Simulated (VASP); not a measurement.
SiC (zincblende type): single point with PBE

The system is SiC (zincblende type).

```
Si C
1.0
     0.00000    2.14515    2.14515
     2.14515    0.00000    2.14515
     2.14515    2.14515    0.00000
Si C
1 1
Direct
  0.00000 0.00000 0.00000
  0.25000 0.25000 0.25000
```

This cell differs from its parent crystal: volume scaled by 0.94.

* Program: VASP 6.6.1
* Task: single point
* Functional: PBE
* Potentials or basis: VASP PAW PBE potentials, release 64 (Si, C)
* Cutoff: 520 eV
* k mesh: 15 × 15 × 15
* Occupations: fermi-dirac, width 0.05 eV
* Spin: no spin polarisation

- Pressure: 14.8 GPa
- Band gap on the k mesh: 1.37 eV, indirect (least direct gap 4.62 eV)

Levels at points of the mesh, in eV from the valence-band top:
```tsv
k point	band 1	band 2	band 3	band 4	band 5	band 6	band 7	band 8	band 9
(0.00, 0.00, 0.00)	-15.78	0.00	0.00	0.00	6.79	7.64	7.64	7.64	14.79
```

It took 9.7 s on 1 thread of Intel(R) Xeon(R) Platinum 8488C (Sapphire Rapids), on a shared host, peak memory 0.15 GiB.

 A k mesh can miss the band edges.
